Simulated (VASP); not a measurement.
# S (P6_3/mmc) in VASP: notebook

The runs below take S through single point, relaxation of shape and atoms at fixed volume, with PBEsol.

Program: VASP 6.6.1. These are calculated values, not measurements. Logs are shortened: lines on timing, memory, paths and dates and some standing lists are left out, and cuts for length are marked.

### Step 1. The cell of the first run

The structure is hexagonal, space group P6_3/mmc (No. 194). Conventional cell: a = 2.910 Å, b = 2.910 Å, c = 3.404 Å, α = 90.00°, β = 90.00°, γ = 120.00°. S (site symmetry -6m2) has 12 S at 2.39 to 2.91 Å within 3.2 Å.

This isn't the form of S at room conditions, which is orthorhombic, of S8 rings.

### Step 2. Single point, PBEsol

INCAR

```
SYSTEM = S
ALGO = Normal
EDIFF = 1E-7
ENCUT = 520
GGA = PS
ISIF = 2
ISMEAR = -1
LASPH = .TRUE.
LCHARG = .TRUE.
LELF = .TRUE.
LREAL = .FALSE.
LVHAR = .TRUE.
LWAVE = .FALSE.
NBANDS = 13
NELM = 100
PREC = Accurate
SIGMA = 0.05
```

KPOINTS

```
k-points
0
G
  15 15 8
  0 0 0
```

POSCAR

```
S
1.0
    2.9096148912      0.0000000000      0.0000000000
   -1.4548074456      2.5198004110      0.0000000000
    0.0000000000      0.0000000000      3.4042730559
S
2
Direct
    0.3333333333      0.6666666667      0.2500000000
    0.6666666667      0.3333333333      0.7500000000
```

Potentials or basis: VASP PAW PBE potentials, release 64 (S).

Run with:

```
$ cat potpaw_PBE.64/S/POTCAR > POTCAR
$ mpirun -np 1 vasp_std > vasp.out
```

OUTCAR:

```text
SYSTEM = S
   EDIFF = 1E-7
   ENCUT = 520
   GGA = PS
   ISIF = 2
   ISMEAR = -1
   LASPH = .TRUE.
   LREAL = .FALSE.
   NELM = 100
   PREC = Accurate

 ion  position               nearest neighbor table
   1  0.333  0.667  0.250-   2 2.39   2 2.39   2 2.39   2 2.39   2 2.39   2 2.39
   2  0.667  0.333  0.750-   1 2.39   1 2.39   1 2.39   1 2.39   1 2.39   1 2.39

  LATTYP: Found a hexagonal cell.
 ALAT       =     2.9096148912
 C/A-ratio  =     1.1700081224

  Lattice vectors:

 A1 = (   2.9096148912,   0.0000000000,   0.0000000000)
 A2 = (  -1.4548074456,   2.5198004110,   0.0000000000)
 A3 = (   0.0000000000,   0.0000000000,   3.4042730559)

Analysis of symmetry for initial positions (statically):
=====================================================================
 Subroutine PRICEL returns:
 Original cell was already a primitive cell.

 Routine SETGRP: Setting up the symmetry group for a
 hexagonal supercell.

 Subroutine GETGRP returns: Found 24 space group operations
 (whereof 12 operations were pure point group operations)
 out of a pool of 24 trial point group operations.

The static configuration has the point symmetry D_3d.
 The point group associated with its full space group is D_6h.

Analysis of symmetry for dynamics (positions and initial velocities):
=====================================================================
 Subroutine PRICEL returns:
 Original cell was already a primitive cell.

 Routine SETGRP: Setting up the symmetry group for a
 hexagonal supercell.

 Subroutine GETGRP returns: Found 24 space group operations
 (whereof 12 operations were pure point group operations)
 out of a pool of 24 trial point group operations.

The dynamic configuration has the point symmetry D_3d.
 The point group associated with its full space group is D_6h.

 Subroutine INISYM returns: Found 24 space group operations
 (whereof 12 operations are pure point group operations),
 and found     1 'primitive' translations

----------------------------------------------------------------------------------------

                                     Primitive cell

  volume of cell :      24.9589

  direct lattice vectors                    reciprocal lattice vectors
     2.909614891  0.000000000  0.000000000     0.343688095  0.198428414  0.000000000
    -1.454807446  2.519800411  0.000000000     0.000000000  0.396856829  0.000000000
     0.000000000  0.000000000  3.404273056     0.000000000  0.000000000  0.293748470

  length of vectors
     2.909614891  2.909614891  3.404273056     0.396856829  0.396856829  0.293748470

  position of ions in fractional coordinates (direct lattice)
     0.333333333  0.666666667  0.250000000
     0.666666667  0.333333333  0.750000000

  ion indices of the primitive-cell ions
   primitive index   ion index
                 1           1
                 2           2

----------------------------------------------------------------------------------------

 KPOINTS: k-points

Automatic generation of k-mesh.
 Grid dimensions read from file:
 generate k-points for:   15   15    8

 Generating k-lattice:

  Cartesian coordinates                     Fractional coordinates (reciprocal lattice)
     0.022912540  0.013228561  0.000000000     0.066666667 -0.000000000  0.000000000
     0.000000000  0.026457122  0.000000000     0.000000000  0.066666667  0.000000000
     0.000000000  0.000000000  0.036718559     0.000000000  0.000000000  0.125000000

  Length of vectors
     0.026457122  0.026457122  0.036718559

  Shift w.r.t. Gamma in fractional coordinates (k-lattice)
     0.000000000  0.000000000  0.000000000

 Subroutine IBZKPT returns following result:
 ===========================================

 Found    135 irreducible k-points:

 Following reciprocal coordinates:
            Coordinates               Weight
  0.000000  0.000000  0.000000      1.000000
  0.066667  0.000000  0.000000      6.000000
  0.133333  0.000000  0.000000      6.000000
  0.200000 -0.000000  0.000000      6.000000
  0.266667  0.000000  0.000000      6.000000
  0.333333  0.000000  0.000000      6.000000
[... 16 lines left out ...]
  0.333333  0.200000  0.000000     12.000000
  0.400000  0.200000  0.000000      6.000000
 [... further k-points ...]
   k-points           NKPTS =    135   k-points in BZ     NKDIM =    135   number of bands    NBANDS=     13
   number of dos      NEDOS =    301   number of ions     NIONS =      2
   total plane-waves  NPLWV =  16128
   dimension x,y,z NGX =    24 NGY =   24 NGZ =   28
   dimension x,y,z NGXF=    48 NGYF=   48 NGZF=   56
   ions per type =               2
   NGX,Y,Z   is equivalent  to a cutoff of  13.71, 13.71, 13.67 a.u.
   NGXF,Y,Z  is equivalent  to a cutoff of  27.43, 27.43, 27.35 a.u.
 SYSTEM =  S
   PREC   = accura    normal or accurate (medium, high low for compatibility)
   ISTART =      0    job   : 0-new  1-cont  2-samecut
   ICHARG =      2    charge: 1-file 2-atom 10-const
   ISPIN  =      1    spin polarized calculation?
   LNONCOLLINEAR =      F non collinear calculations
   LSORBIT =      F    spin-orbit coupling
   LASPH  =      T    aspherical Exc in radial PAW
   ENCUT  =  520.0 eV  38.22 Ry    6.18 a.u.   5.41  5.41  6.33*2*pi/ulx,y,z
   NELM   =    100;   NELMIN=  2; NELMDL= -5     # of ELM steps
   EDIFF  = 0.1E-06   stopping-criterion for ELM
   LREAL  =      F    real-space projection
   EDIFFG = 0.1E-05   stopping-criterion for IOM
   NSW    =      0    number of steps for IOM
   IBRION =     -1    ionic relax: 0-MD 1-quasi-New 2-CG
   NFREE  =      0    steps in history (QN), initial steepest desc. (CG)
   ISIF   =      2    stress and relaxation
   ISYM   =      2    0-nonsym 1-usesym 2-fastsym
   POTIM  = 0.5000    time-step for ionic-motion
   TEBEG  =    0.0;   TEEND  =   0.0 temperature during run
   PSTRESS=    0.0 pullay stress
   NELECT =      12.0000    total number of electrons
   NUPDOWN=      -1.0000    fix difference up-down
   EMIN   =  10.00;   EMAX   =-10.00  energy-range for DOS
   EFERMI =   0.00;   METHOD = LEGACY
   ISMEAR =    -1;   SIGMA  =   0.05  broadening in eV -4-tet -1-fermi 0-gaus
   EFERMI_NEDOS =   21; number of points for ismear=-14 and -15
   IALGO  =     38    algorithm
   IMIX   =      4    mixing-type and parameters
     AMIX     =   0.40;   BMIX     =  1.00
     AMIX_MAG =   1.60;   BMIX_MAG =  1.00
  volume/ion in A,a.u.               =      12.48        84.22
  Fermi-wavevector in a.u.,A,eV,Ry     =   1.282507  2.423588 22.379208  1.644825
  Thomas-Fermi vector in A             =   2.414815
   LORBIT       =      0    0 simple, 1 ext, 2 COOP (PROOUT), +10 PAW based schemes
   GGA     = PS    functional components
   LHFCALC =     F    Hartree Fock is set to
   AEXX    =    0.0000 exact exchange contribution
   IVDW    =     0    specifies the selected vdW correction
   LEPSILON=     F    determine dielectric tensor
   LRPA    =     F    only Hartree local field effects (RPA)
 non-spin polarized calculation
  energy-cutoff  :      520.00
  volume of cell :       24.96
 maximum number of plane-waves:       709
 NGX is ok and might be reduce to    24

 number of electron      12.0000000 magnetization

 Free energy of the ion-electron system (eV)
  ---------------------------------------------------
  ext. energy  EPLUGINS =         0.00000000
  ---------------------------------------------------
  free energy    TOTEN  =        -6.91644695 eV

  energy without entropy =       -6.90950762  energy(sigma->0) =       -6.91297729

 E-fermi :  11.7682     XC(G=0): -12.3477

 val. band max:       11.7416936367   @ k =   0.1333   0.0000   0.2500
 cond. band min:      11.7812908672   @ k =   0.3333   0.1333   0.2500
 fundamental gap:      0.0395972305
 Fermi energy:        11.7681598658

 k-point     1 :       0.0000    0.0000    0.0000
  band No.  band energies     occupation
      1      -8.5015      2.00000
      2       2.4640      2.00000
      3       3.1494      2.00000
      4       9.5826      2.00000
      5       9.5826      2.00000
      6      13.3516      0.00000
      7      13.3516      0.00000
      8      15.5652      0.00000
      9      17.7165      0.00000
     10      22.0648      0.00000
     11      22.6664      0.00000
     12      22.6664      0.00000
     13      23.6466      0.00000

 k-point     2 :       0.0667    0.0000    0.0000
  band No.  band energies     occupation
      1      -8.4109      2.00000
      2       2.4697      2.00000
      3       3.2337      2.00000
      4       8.9699      2.00000
      5       9.3495      2.00000
      6      13.1935      0.00000
      7      13.5949      0.00000
      8      16.1029      0.00000
      9      17.2743      0.00000
     10      21.3970      0.00000
     11      22.6343      0.00000
     12      23.4076      0.00000
     13      23.4593      0.00000

 k-point     3 :       0.1333    0.0000    0.0000
  band No.  band energies     occupation
      1      -8.1403      2.00000
      2       2.4367      2.00000
      3       3.4850      2.00000
      4       7.7169      2.00000
      5       8.8162      2.00000
      6      12.6695      0.00000
      7      14.1249      0.00000
      8      16.1893      0.00000
      9      17.2362      0.00000
     10      20.4300      0.00000
     11      22.6995      0.00000
     12      22.8443      0.00000
     13      24.0971      0.00000
[... 305 lines left out ...]
 k-point    23 :       0.3333    0.2000    0.0000
  band No.  band energies     occupation
      1      -4.4537      2.00000
      2      -1.5439      2.00000
      3       3.5339      2.00000
      4       6.8376      2.00000
      5       8.1677      2.00000
      6       9.7876      2.00000
      7      10.6249      2.00000
      8      13.3080      0.00000
      9      17.3521      0.00000
     10      17.4872      0.00000
     11      22.1834      0.00000
     12      26.0835      0.00000
     13      27.3149      0.00000

 k-point    24 :       0.4000    0.2000    0.0000
  band No.  band energies     occupation
      1      -3.9254      2.00000
      2      -2.1332      2.00000
      3       3.3745      2.00000
      4       7.2739      2.00000
      5       8.6467      2.00000
      6       9.2725      2.00000
      7      10.0789      2.00000
      8      13.2580      0.00000
      9      17.1839      0.00000
     10      17.3515      0.00000
     11      24.1276      0.00000
     12      24.2691      0.00000
     13      27.2991      0.00000

 [... further k-points ...]

------------------------ aborting loop because EDIFF is reached ----------------------------------------

  FORCE on cell =-STRESS in cart. coord.  units (eV):
  Direction    XX          YY          ZZ          XY          YZ          ZX
  --------------------------------------------------------------------------------------
  -------------------------------------------------------------------------------------
  Total        4.9980469      4.9980469      5.0249584      0.0000000      0.0000000      0.0000000
  in kB      320.8373128    320.8373128    322.5648296      0.0000000      0.0000000      0.0000000
  external PRESSURE =     321.4131517 kB  Pullay stress =       0.0000000 kB

 VOLUME and BASIS-vectors are now :
 -----------------------------------------------------------------------------
  energy-cutoff  :      520.00
  volume of cell :       24.96
      direct lattice vectors                 reciprocal lattice vectors
     2.909614891  0.000000000  0.000000000     0.343688095  0.198428414  0.000000000
    -1.454807446  2.519800411  0.000000000     0.000000000  0.396856829  0.000000000
     0.000000000  0.000000000  3.404273056     0.000000000  0.000000000  0.293748470

 POSITION                                       TOTAL-FORCE (eV/Angst)
 -----------------------------------------------------------------------------------
     -0.00000      1.67987      0.85107         0.000000      0.000000      0.000000
      1.45481      0.83993      2.55320        -0.000000      0.000000      0.000000
 -----------------------------------------------------------------------------------
    total drift:                               -0.000000      0.000000      0.000000

  FREE ENERGIE OF THE ION-ELECTRON SYSTEM (eV)
  ---------------------------------------------------
  free  energy   TOTEN  =        -6.9164469494 eV

  energy  without entropy=       -6.9095076218  energy(sigma->0) =       -6.91297729
```

It took 35 s on 1 thread of Intel Xeon 8259CL, shared host; peak memory 0.16 GiB.

Results:

```yaml
Free_energy: -6.9164 eV
Pressure: 32.1 GPa
Band_gap_on_the_k_mesh: zero (bands 6 and 7 overlap by 3.61 eV)
```

Caveat: the cell stands under pressure; the PAW data sets were made with another functional, which shifts forces and pressure a little.

### Step 3. Relaxation of shape and atoms at fixed volume, PBEsol

This run uses another cell than the first one, of the same volume but with other edges.

INCAR

```
ALGO = Normal
EDIFF = 1E-7
EDIFFG = -0.005
ENCUT = 600
GGA = PS
IBRION = 2
ISIF = 4
ISMEAR = -1
LASPH = True
LCHARG = False
LREAL = False
LWAVE = False
NELM = 60
NSW = 50
PREC = Accurate
SIGMA = 0.05
```

KPOINTS

```
k-points
0
Gamma
  15 15 8
```

POSCAR

```
S
1.0
    2.9942642067      0.0000000000      0.0000000000
   -1.4971321033      2.5931088687      0.0000000000
    0.0000000000      0.0000000000      3.2145128880
S
2
Direct
    0.3333333333      0.6666666667      0.2500000000
    0.6666666667      0.3333333333      0.7500000000
```

Potentials or basis: VASP PAW PBE potentials, release 64 (S).

Run with:

```
$ cat potpaw_PBE.64/S/POTCAR > POTCAR
$ mpirun -np 1 vasp_std > vasp.out
```

Run time: 95 s. Hardware: 1 thread of Intel Xeon 8259CL, shared host; peak memory 0.16 GiB.

It converged, with:

```yaml
Free_energy: -6.9168 eV
Energy_gained_by_relaxing: 46.1 meV/atom
Ionic_steps: 4
Pressure_after_relaxing: 32.2 GPa
Band_gap_on_the_k_mesh: zero (bands 6 and 7 overlap by 3.62 eV)
```

The path:
| step | energy change (eV) | largest force (eV/Å) | pressure (GPa) | volume (Å³) |
| --- | --- | --- | --- | --- |
| 1 | 0.0000 | 0.0000 | 37.16 | 24.96 |
| 2 | -0.0894 | 0.0000 | 32.95 | 24.96 |
| 3 | -0.0921 | 0.0000 | 32.25 | 24.96 |
| 4 | -0.0922 | 0.0000 | 32.16 | 24.96 |

Final structure:
```
CELL_PARAMETERS angstrom
2.90892 0.00000 0.00000
-1.45446 2.51920 0.00000
0.00000 0.00000 3.40589
ATOMIC_POSITIONS crystal
S 0.33333 0.66667 0.25000
S 0.66667 0.33333 0.75000
```

Levels at points of the mesh, in eV from the Fermi level:
| k point | band 3 | band 4 | band 5 | band 6 | band 7 | band 8 | band 9 | band 10 |
| --- | --- | --- | --- | --- | --- | --- | --- | --- |
| (0.00, 0.00, 0.00) | -8.62 | -2.18 | -2.18 | 1.59 | 1.59 | 3.81 | 5.95 | 10.31 |
| (0.00, 0.00, 0.50) | -0.08 | -0.08 | -0.08 | -0.08 | 1.08 | 1.08 | 8.14 | 8.14 |

Caveat: the PAW data sets were made with another functional, which shifts forces and pressure a little.
